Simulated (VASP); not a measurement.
# Al3Sn3P5 in VASP: further runs

The runs below take Al3Sn3P5 through single point, with PBE.

Program: VASP 6.6.1. These are calculated values, not measurements. Logs are shortened: lines on timing, memory, paths and dates and some standing lists are left out, and cuts for length are marked.

## 1. The cell of the first run

The cell holds an amorphous packing of atoms, 11 atoms: a = 6.129 Å, b = 6.933 Å, c = 6.346 Å, α = 89.26°, β = 100.96°, γ = 90.72°.

## 2. Single point, PBE

File INCAR:

```
SYSTEM = Al3Sn3P5
ALGO = Normal
EDIFF = 1E-6
ENCUT = 520
GGA = PE
ISIF = 2
ISMEAR = -1
LASPH = .TRUE.
LCHARG = .TRUE.
LELF = .TRUE.
LREAL = .FALSE.
LVHAR = .TRUE.
LWAVE = .FALSE.
NBANDS = 49
NELM = 100
PREC = Accurate
SIGMA = 0.05
```

File KPOINTS:

```
k-points
0
G
  3 2 3
  0 0 0
```

File POSCAR:

```
Al3Sn3P5
1.0
    6.0302530000      1.0193340000     -0.4056010000
   -1.2804960000      6.7800260000     -0.6786840000
   -0.8965740000      0.5407000000      6.2586720000
Sn P Al
3 5 3
Direct
    0.9046627646      0.6219666939      0.1595434248
    0.0162984212      0.5669130318      0.6709716470
    0.4918296598      0.7479744873      0.4757108087
    0.8174889492      0.1992366717      0.1061289163
    0.8246118923      0.9166100265      0.8179457187
    0.3665870332      0.5408965532      0.0441532810
    0.5135401234      0.9199560387      0.0508511761
    0.0702627394      0.9369182792      0.4683974624
    0.5822654532      0.3772068430      0.7322319654
    0.1840457315      0.1708614677      0.8319044483
    0.2343046340      0.3051351237      0.3585782288
```

Potentials or basis: VASP PAW PBE potentials, release 64 (Sn_d, P, Al).

On the command line:

```sh
> cat potpaw_PBE.64/Sn_d/POTCAR potpaw_PBE.64/P/POTCAR potpaw_PBE.64/Al/POTCAR > POTCAR
> mpirun -np 1 vasp_std > vasp.out
```

OUTCAR:

```text
SYSTEM = Al3Sn3P5
   EDIFF = 1E-6
   ENCUT = 520
   GGA = PE
   ISIF = 2
   ISMEAR = -1
   LASPH = .TRUE.
   LREAL = .FALSE.
   NELM = 100
   PREC = Accurate

 ion  position               nearest neighbor table
   1  0.905  0.622  0.160-   5 2.94   4 2.98   8 2.99  11 3.09   6 3.12   7 3.15   2 3.21   6 3.28
                             2 3.33   9 3.48   3 3.64
   2  0.016  0.567  0.671-   6 2.88   8 2.90   5 2.95  10 3.04   9 3.04  11 3.19   1 3.21   1 3.33
                             3 3.46   3 3.58
   3  0.492  0.748  0.476-   8 2.90   5 2.93   7 2.96   9 3.02   6 3.07  11 3.46   2 3.46   2 3.58
                             1 3.64
   4  0.817  0.199  0.106-   7 2.65   5 2.70   9 2.81  11 2.84   1 2.98  10 3.10
   5  0.825  0.917  0.818-   7 2.63   4 2.70  10 2.79   8 2.91   3 2.93   1 2.94   2 2.95
   6  0.367  0.541  0.044-   7 2.77  11 2.79   9 2.84   2 2.88  10 3.02   3 3.07   1 3.12   1 3.28

   7  0.514  0.920  0.051-   5 2.63   4 2.65   6 2.77  10 2.83   3 2.96   1 3.15
   8  0.070  0.937  0.468-  10 2.81  11 2.86   2 2.90   3 2.90   5 2.91   1 2.99
   9  0.582  0.377  0.732-   4 2.81   6 2.84  11 2.92  10 2.98   3 3.02   2 3.04   1 3.48
  10  0.184  0.171  0.832-   5 2.79   8 2.81   7 2.83   9 2.98   6 3.02   2 3.04   4 3.10  11 3.20

  11  0.234  0.305  0.359-   6 2.79   4 2.84   8 2.86   9 2.92   1 3.09   2 3.19  10 3.20   3 3.46

  LATTYP: Found a triclinic cell.
 ALAT       =     6.3456423340
 B/A-ratio  =     1.2512841863
 C/A-ratio  =     1.0925897197
 COS(alpha) =     0.0005636607
 COS(beta)  =     0.0128731095
 COS(gamma) =     0.6524321587

  Lattice vectors:

 A1 = (  -0.8965740000,   0.5407000000,   6.2586720000)
 A2 = (   5.1336790000,   1.5600340000,   5.8530710000)
 A3 = (  -1.2804960000,   6.7800260000,  -0.6786840000)

Analysis of symmetry for initial positions (statically):
=====================================================================
 Subroutine PRICEL returns:
 Original cell was already a primitive cell.

 Routine SETGRP: Setting up the symmetry group for a
 triclinic supercell.

 Subroutine GETGRP returns: Found  1 space group operations
 (whereof  1 operations were pure point group operations)
 out of a pool of  2 trial point group operations.

The static configuration has the point symmetry C_1 .

Analysis of symmetry for dynamics (positions and initial velocities):
=====================================================================
 Subroutine PRICEL returns:
 Original cell was already a primitive cell.

 Routine SETGRP: Setting up the symmetry group for a
 triclinic supercell.

 Subroutine GETGRP returns: Found  1 space group operations
 (whereof  1 operations were pure point group operations)
 out of a pool of  2 trial point group operations.

The dynamic configuration has the point symmetry C_1 .

 Subroutine INISYM returns: Found  1 space group operations
 (whereof  1 operations are pure point group operations),
 and found     1 'primitive' translations

----------------------------------------------------------------------------------------

                                     Primitive cell

  volume of cell :     264.7051

  direct lattice vectors                    reciprocal lattice vectors
     6.030253000  1.019334000 -0.405601000     0.161692879  0.032574726  0.020348802
    -1.280496000  6.780026000 -0.678684000    -0.024929579  0.141205175 -0.015770254
    -0.896574000  0.540700000  6.258672000     0.007775369  0.017423190  0.159386923

  length of vectors
     6.129233657  6.933183579  6.345642334     0.166191978  0.144253548  0.160524812

  position of ions in fractional coordinates (direct lattice)
     0.904662765  0.621966694  0.159543425
     0.016298421  0.566913032  0.670971647
     0.491829660  0.747974487  0.475710809
     0.817488949  0.199236672  0.106128916
     0.824611892  0.916610027  0.817945719
     0.366587033  0.540896553  0.044153281
     0.513540123  0.919956039  0.050851176
     0.070262739  0.936918279  0.468397462
     0.582265453  0.377206843  0.732231965
     0.184045731  0.170861468  0.831904448
     0.234304634  0.305135124  0.358578229

  ion indices of the primitive-cell ions
   primitive index   ion index
                 1           1
                 2           2
                 3           3
                 4           4
                 5           5
                 6           6
                 7           7
                 8           8
                 9           9
                10          10
                11          11

----------------------------------------------------------------------------------------

 KPOINTS: k-points

Automatic generation of k-mesh.
 Grid dimensions read from file:
 generate k-points for:    3    2    3

 Generating k-lattice:

  Cartesian coordinates                     Fractional coordinates (reciprocal lattice)
     0.053897626  0.010858242  0.006782934     0.333333333  0.000000000 -0.000000000
    -0.012464789  0.070602587 -0.007885127     0.000000000  0.500000000  0.000000000
     0.002591790  0.005807730  0.053128974     0.000000000  0.000000000  0.333333333

  Length of vectors
     0.055397326  0.072126774  0.053508271

  Shift w.r.t. Gamma in fractional coordinates (k-lattice)
     0.000000000  0.000000000  0.000000000

 Subroutine IBZKPT returns following result:
 ===========================================

 Found     10 irreducible k-points:

 Following reciprocal coordinates:
            Coordinates               Weight
  0.000000  0.000000  0.000000      1.000000
  0.333333  0.000000  0.000000      2.000000
  0.000000  0.500000  0.000000      1.000000
  0.333333  0.500000  0.000000      2.000000
 -0.000000  0.000000  0.333333      2.000000
  0.333333  0.000000  0.333333      2.000000
 -0.333333 -0.000000  0.333333      2.000000
  0.000000  0.500000  0.333333      2.000000
  0.333333  0.500000  0.333333      2.000000
 -0.333333  0.500000  0.333333      2.000000
   k-points           NKPTS =     10   k-points in BZ     NKDIM =     10   number of bands    NBANDS=     49
   number of dos      NEDOS =    301   number of ions     NIONS =     11
   total plane-waves  NPLWV = 124416
   dimension x,y,z NGX =    48 NGY =   54 NGZ =   48
   dimension x,y,z NGXF=    96 NGYF=  108 NGZF=   96
   ions per type =               3   5   3
[... 10 lines left out ...]
   ENCUT  =  520.0 eV  38.22 Ry    6.18 a.u.  11.40 12.89 11.80*2*pi/ulx,y,z
   NELM   =    100;   NELMIN=  2; NELMDL= -5     # of ELM steps
   EDIFF  = 0.1E-05   stopping-criterion for ELM
   LREAL  =      F    real-space projection
   EDIFFG = 0.1E-04   stopping-criterion for IOM
   NSW    =      0    number of steps for IOM
   IBRION =     -1    ionic relax: 0-MD 1-quasi-New 2-CG
   NFREE  =      0    steps in history (QN), initial steepest desc. (CG)
   ISIF   =      2    stress and relaxation
   ISYM   =      2    0-nonsym 1-usesym 2-fastsym
   POTIM  = 0.5000    time-step for ionic-motion
   TEBEG  =    0.0;   TEEND  =   0.0 temperature during run
   PSTRESS=    0.0 pullay stress
   NELECT =      76.0000    total number of electrons
   NUPDOWN=      -1.0000    fix difference up-down
   EMIN   =  10.00;   EMAX   =-10.00  energy-range for DOS
   EFERMI =   0.00;   METHOD = LEGACY
   ISMEAR =    -1;   SIGMA  =   0.05  broadening in eV -4-tet -1-fermi 0-gaus
   EFERMI_NEDOS =   21; number of points for ismear=-14 and -15
   IALGO  =     38    algorithm
   IMIX   =      4    mixing-type and parameters
     AMIX     =   0.40;   BMIX     =  1.00
     AMIX_MAG =   1.60;   BMIX_MAG =  1.00
  volume/ion in A,a.u.               =      24.06       162.39
  Fermi-wavevector in a.u.,A,eV,Ry     =   1.080004  2.040911 15.869947  1.166408
  Thomas-Fermi vector in A             =   2.215984
   LORBIT       =      0    0 simple, 1 ext, 2 COOP (PROOUT), +10 PAW based schemes
   GGA     = PE    functional components
   LHFCALC =     F    Hartree Fock is set to
   AEXX    =    0.0000 exact exchange contribution
   IVDW    =     0    specifies the selected vdW correction
   LEPSILON=     F    determine dielectric tensor
   LRPA    =     F    only Hartree local field effects (RPA)
 non-spin polarized calculation
  energy-cutoff  :      520.00
  volume of cell :      264.71
 maximum number of plane-waves:      7138
 NGX is ok and might be reduce to    48
   NGX = 23   NGY = 25   NGZ = 23

 number of electron      76.0000014 magnetization

 Free energy of the ion-electron system (eV)
  ---------------------------------------------------
  ext. energy  EPLUGINS =         0.00000000
  ---------------------------------------------------
  free energy    TOTEN  =       -45.57093318 eV

  energy without entropy =      -45.52600260  energy(sigma->0) =      -45.54846789

 E-fermi :   5.6962     XC(G=0):  -9.4738

 val. band max:        5.6610203444   @ k =  -0.3333  -0.0000   0.3333
 cond. band min:       5.7769952130   @ k =   0.3333   0.5000   0.3333
 fundamental gap:      0.1159748686
 Fermi energy:         5.6961687136

 k-point     1 :       0.0000    0.0000    0.0000
  band No.  band energies     occupation
      1     -15.9756      2.00000
      2     -15.9470      2.00000
      3     -15.9243      2.00000
      4     -15.9204      2.00000
      5     -15.9154      2.00000
      6     -15.9071      2.00000
[... 41 lines left out ...]
     48       9.0827      0.00000
     49       9.2808      0.00000

 k-point     2 :       0.3333    0.0000    0.0000
  band No.  band energies     occupation
      1     -15.9754      2.00000
      2     -15.9479      2.00000
      3     -15.9244      2.00000
      4     -15.9196      2.00000
      5     -15.9162      2.00000
      6     -15.9094      2.00000
[... 41 lines left out ...]
     48       8.9293      0.00000
     49       9.2434      0.00000

 k-point     3 :       0.0000    0.5000    0.0000
  band No.  band energies     occupation
      1     -15.9756      2.00000
      2     -15.9470      2.00000
      3     -15.9244      2.00000
      4     -15.9204      2.00000
      5     -15.9153      2.00000
      6     -15.9071      2.00000
[... 41 lines left out ...]
     48       8.8737      0.00000
     49       9.0353      0.00000

 k-point     4 :       0.3333    0.5000    0.0000
  band No.  band energies     occupation
      1     -15.9754      2.00000
      2     -15.9479      2.00000
      3     -15.9244      2.00000
      4     -15.9196      2.00000
      5     -15.9162      2.00000
      6     -15.9094      2.00000
[... 249 lines left out ...]
     48       8.5690      0.00000
     49       8.9869      0.00000

 k-point     9 :       0.3333    0.5000    0.3333
  band No.  band energies     occupation
      1     -15.9709      2.00000
      2     -15.9446      2.00000
      3     -15.9242      2.00000
      4     -15.9203      2.00000
      5     -15.9155      2.00000
      6     -15.9090      2.00000
[... 41 lines left out ...]
     48       8.7355      0.00000
     49       9.0619      0.00000

 k-point    10 :      -0.3333    0.5000    0.3333
  band No.  band energies     occupation
      1     -15.9697      2.00000
      2     -15.9481      2.00000
      3     -15.9223      2.00000
      4     -15.9172      2.00000
      5     -15.9144      2.00000
      6     -15.9102      2.00000
[... 41 lines left out ...]
     48       8.3875      0.00000
     49       8.5714      0.00000

------------------------ aborting loop because EDIFF is reached ----------------------------------------

  FORCE on cell =-STRESS in cart. coord.  units (eV):
  Direction    XX          YY          ZZ          XY          YZ          ZX
  --------------------------------------------------------------------------------------
  -------------------------------------------------------------------------------------
  Total      -11.9482640    -10.3185267    -11.1458780     -1.5123616      0.9214680      1.1348748
  in kB      -72.3191223    -62.4548300    -67.4625298     -9.1538540      5.5773589      6.8690441
  external PRESSURE =     -67.4121607 kB  Pullay stress =       0.0000000 kB

 VOLUME and BASIS-vectors are now :
 -----------------------------------------------------------------------------
  energy-cutoff  :      520.00
  volume of cell :      264.71
      direct lattice vectors                 reciprocal lattice vectors
     6.030253000  1.019334000 -0.405601000     0.161692879  0.032574726  0.020348802
    -1.280496000  6.780026000 -0.678684000    -0.024929579  0.141205175 -0.015770254
    -0.896574000  0.540700000  6.258672000     0.007775369  0.017423190  0.159386923

 POSITION                                       TOTAL-FORCE (eV/Angst)
 -----------------------------------------------------------------------------------
      4.51588      5.22537      0.20948        -0.001126      0.285858     -0.187348
     -1.22922      4.22309      3.80803         0.218142     -0.049567      0.207743
      1.58157      5.82984      2.27019        -0.333240      0.499428     -0.381003
      4.57939      2.24151      0.19743         0.346657     -0.495619     -0.876929
      3.06555      7.49746      4.16270        -0.689568      0.330514      0.572562
      1.47841      4.06484     -0.23945        -0.271099     -0.167549     -0.365986
      1.87318      6.78829     -0.51439         0.303652      0.522984     -0.289809
     -1.19597      6.67721      2.26718         0.458455      0.356941      0.282169
      2.37170      3.54691      4.09063        -0.075056     -0.273007      0.823463
      0.14519      1.79586      5.01601         0.173238     -0.682364      0.258177
      0.70070      2.50154      1.94210        -0.130055     -0.327619     -0.043040
 -----------------------------------------------------------------------------------
    total drift:                                0.000381     -0.000108      0.000107

  FREE ENERGIE OF THE ION-ELECTRON SYSTEM (eV)
  ---------------------------------------------------
  free  energy   TOTEN  =       -45.5709331771 eV

  energy  without entropy=      -45.5260025963  energy(sigma->0) =      -45.54846789
```

It took 94 s on 1 thread of Intel Xeon 6975P-C (Granite Rapids), shared host; peak memory 0.38 GiB.

Results:

```
Free energy            : -45.5709 eV
Pressure               : -6.7 GPa
Largest force          : 1.065 eV/Å
Band gap on the k mesh : zero (band 38 reaches 5.81 eV, above the bottom of band 39 at 5.57 eV)
```

Forces on the atoms (eV/Å):
```
Sn  -0.001  0.286 -0.187
Sn   0.218 -0.050  0.208
Sn  -0.333  0.499 -0.381
P    0.347 -0.496 -0.877
P   -0.690  0.331  0.573
P   -0.271 -0.168 -0.366
P    0.304  0.523 -0.290
P    0.458  0.357  0.282
Al  -0.075 -0.273  0.823
Al   0.173 -0.682  0.258
Al  -0.130 -0.328 -0.043
```

Levels at points of the mesh, in eV from the Fermi level:
```tsv
k point	band 35	band 36	band 37	band 38	band 39	band 40	band 41	band 42
(0.00, 0.00, 0.00)	-1.78	-1.29	-0.70	-0.27	0.32	0.78	1.08	1.39
(0.00, 0.50, 0.00)	-1.26	-1.09	-0.82	-0.33	-0.13	0.18	0.34	0.49
```

Caveat: the k points lie up to 0.45 Å⁻¹ apart; spin-orbit coupling is left out, which moves the levels of the heavy elements.

## 3. Single point, PBE

File INCAR:

```
SYSTEM = Al3Sn3P5
PREC = Accurate
ENCUT = 520
EDIFF = 1E-7
ISMEAR = -1
SIGMA = 0.05
LREAL = .False.
LASPH = .True.
NELM = 60
ALGO = Normal
ISIF = 2
LWAVE = .False.
LCHARG = .False.
GGA = PE
NBANDS = 49
```

File KPOINTS:

```
regular mesh
0
Gamma
  3 2 3
  0 0 0
```

File POSCAR:

```
Al3Sn3P5
1.0
    6.0302530000      1.0193340000     -0.4056010000
   -1.2804960000      6.7800260000     -0.6786840000
   -0.8965740000      0.5407000000      6.2586720000
Sn P Al
3 5 3
Direct
    0.9036140202      0.6225104819      0.1577404366
    0.0188408275      0.5688281898      0.6743166042
    0.4897632611      0.7493289703      0.4793799789
    0.8183622188      0.1939247585      0.0986548209
    0.8207830409      0.9175725443      0.8267453905
    0.3544035973      0.5386653093      0.0325199947
    0.5296583857      0.9243878595      0.0567606388
    0.0841351105      0.9341713412      0.4752639901
    0.5885958028      0.3782599402      0.7346847727
    0.1813720210      0.1635702316      0.8337283328
    0.2347352868      0.3080981029      0.3567009295
```

Potentials or basis: VASP PAW PBE potentials, release 64 (Sn_d, P, Al).

On the command line:

```sh
> cat potpaw_PBE.64/Sn_d/POTCAR potpaw_PBE.64/P/POTCAR potpaw_PBE.64/Al/POTCAR > POTCAR
> mpirun -np 1 vasp_std > vasp.out
```

Run time: 1.7 min. Hardware: 1 thread of Intel Xeon 6975P-C (Granite Rapids), shared host; peak memory 0.39 GiB.

Results (log left out):

```
Free energy            : -45.8681 eV
Pressure               : -6.2 GPa
Largest force          : 1.122 eV/Å
Band gap on the k mesh : zero (band 38 reaches 5.79 eV, above the bottom of band 39 at 5.61 eV)
```

Forces on the atoms (eV/Å):
```
Sn   0.032  0.354 -0.083
Sn   0.198 -0.131  0.027
Sn  -0.258  0.443 -0.382
P    0.150 -0.542 -0.971
P   -0.840  0.348  0.650
P   -0.080 -0.345 -0.151
P    0.280  0.671 -0.383
P    0.478  0.299  0.272
Al  -0.126 -0.300  0.810
Al   0.265 -0.521  0.152
Al  -0.098 -0.276  0.059
```

Stress tensor (GPa, compression positive):
```
-6.66 -1.09  0.84
-1.09 -5.61  0.22
 0.84  0.22 -6.39
```

Levels at points of the mesh, in eV from the Fermi level:
```
           k point  band 34  band 35  band 36  band 37  band 38  band 39  band 40  band 41  band 42  band 43
(0.00, 0.00, 0.00)    -1.98    -1.79    -1.29    -0.62    -0.31     0.31     0.84     1.03     1.52     1.91
(0.00, 0.50, 0.00)    -1.53    -1.33    -1.09    -0.90    -0.21    -0.04     0.23     0.37     0.51     1.33
```

Caveat: the k points lie up to 0.45 Å⁻¹ apart; spin-orbit coupling is left out, which moves the levels of the heavy elements.

## 4. Single point, PBE

File INCAR:

```
SYSTEM = Al3Sn3P5
ALGO = Normal
EDIFF = 1E-6
ENCUT = 520
GGA = PE
ISIF = 2
ISMEAR = -1
LASPH = .True.
LCHARG = .False.
LREAL = .False.
LWAVE = .False.
NBANDS = 49
NELM = 60
PREC = Accurate
SIGMA = 0.05
```

File KPOINTS:

```
k-points
0
Gamma
  3 2 3
  0 0 0
```

File POSCAR:

```
Al3Sn3P5
1.0
    6.0302530000      1.0193340000     -0.4056010000
   -1.2804960000      6.7800260000     -0.6786840000
   -0.8965740000      0.5407000000      6.2586720000
Sn P Al
3 5 3
Direct
    0.9028751791      0.6230096200      0.1565363605
    0.0201546437      0.5702938260      0.6787400009
    0.4885002426      0.7511532278      0.4810092084
    0.8210591233      0.1868458621      0.0878208186
    0.8149810539      0.9218279477      0.8408630472
    0.3416100987      0.5345216512      0.0206223764
    0.5483239675      0.9317446520      0.0624186628
    0.1000903446      0.9339496685      0.4831985828
    0.5962697551      0.3773958987      0.7400332158
    0.1839069821      0.1556414674      0.8384208710
    0.2359012515      0.3092723366      0.3555693556
```

On the command line:

```sh
> cat potpaw_PBE.64/Sn_d/POTCAR potpaw_PBE.64/P/POTCAR potpaw_PBE.64/Al/POTCAR > POTCAR
> mpirun -np 1 vasp_std > vasp.out
```

Wall time 84 s (1 thread of Intel Xeon 6975P-C (Granite Rapids), shared host); peak memory 0.39 GiB.

It converged, with:

```yaml
Free_energy: -46.2297 eV
Pressure: -5.1 GPa
Largest_force: 1.010 eV/Å
Band_gap_on_the_k_mesh: zero (band 38 reaches 5.72 eV, above the bottom of band 39 at 5.70 eV)
```

Forces on the atoms (eV/Å):
```
Sn   0.103  0.392  0.045
Sn   0.067 -0.253 -0.313
Sn  -0.112  0.303 -0.300
P   -0.089 -0.373 -0.934
P   -0.702  0.260  0.420
P    0.260 -0.582  0.229
P   -0.045  0.732 -0.298
P    0.390  0.273  0.239
Al  -0.188 -0.254  0.727
Al   0.409 -0.287 -0.015
Al  -0.093 -0.210  0.199
```

Stress tensor (GPa, compression positive):
```
-5.18 -1.19  0.92
-1.19 -4.59  0.04
 0.92  0.04 -5.53
```

Levels at points of the mesh, in eV from the Fermi level:
| k point | band 35 | band 36 | band 37 | band 38 | band 39 | band 40 | band 41 | band 42 |
| --- | --- | --- | --- | --- | --- | --- | --- | --- |
| (0.00, 0.00, 0.00) | -1.71 | -1.29 | -0.55 | -0.36 | 0.25 | 0.88 | 1.05 | 1.59 |
| (0.00, 0.50, 0.00) | -1.35 | -1.01 | -0.97 | -0.07 | -0.02 | 0.23 | 0.50 | 0.59 |

Caveat: the k points lie up to 0.45 Å⁻¹ apart; spin-orbit coupling is left out, which moves the levels of the heavy elements.
